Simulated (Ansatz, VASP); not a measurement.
## La: VASP beside Ansatz

The input INCAR:

```
PREC = Accurate
ENCUT = 520
EDIFF = 1E-6
ISMEAR = -1
SIGMA = 0.1
LREAL = F
LASPH = T
NELM = 80
ALGO = Normal
ISIF = 2
LWAVE = F
LCHARG = T
GGA = PE
LELF = T
LVHAR = T
NBANDS = 12
```

File KPOINTS:

```
regular mesh
0
Gamma
  12 12 12
```

POSCAR

```
La
1.0
   -2.1174800187      2.1174800187      2.1174800187
    2.1174800187     -2.1174800187      2.1174800187
    2.1174800187      2.1174800187     -2.1174800187
La
1
Direct
    0.0000000000      0.0000000000      0.0000000000
```

Input for Ansatz:

```yaml
crystal:
  lattice:
    - [-2.1174800187, 2.1174800187, 2.1174800187]
    - [2.1174800187, -2.1174800187, 2.1174800187]
    - [2.1174800187, 2.1174800187, -2.1174800187]
  atoms:
    - { symbol: La, position: [0.0, 0.0, 0.0] }
hamiltonian:
  xc: pbe
  pseudopotentials:
    kind: paw
    azcp:
      La: "pseudopotentials/La.paw.azcp"
basis:
  ecutwfc: 420
  fft_grid_basis: typed
kpoints:
  mp_grid: { grid: [12, 12, 12], shift: [0, 0, 0] }
magnetization:
  spin_polarized: false
scf:
  occupations: { method: fermi_dirac, width: 0.1 }
  lower_state_search: "off"
output:
  stress: true
```

Alike in both runs: task single point; functional PBE; k mesh 12 × 12 × 12; occupations fermi-dirac, width 0.1 eV; no spin polarisation.

```csv
,VASP,Ansatz
version,VASP 6.6.1,Ansatz 0.2.0
potentials or method,"VASP PAW PBE potentials, release 64 (La), cutoff 520 eV","plane waves (420 eV) with PAW, scalar-relativistic"
valence electrons in the cell,11,11
```

```csv
,VASP,Ansatz,Ansatz less VASP
pressure (GPa),0.0,0.0,-0.03
```

The functional is the same, so the differences come from potentials, cutoffs and numerics.

Neither program's run includes spin-orbit coupling.
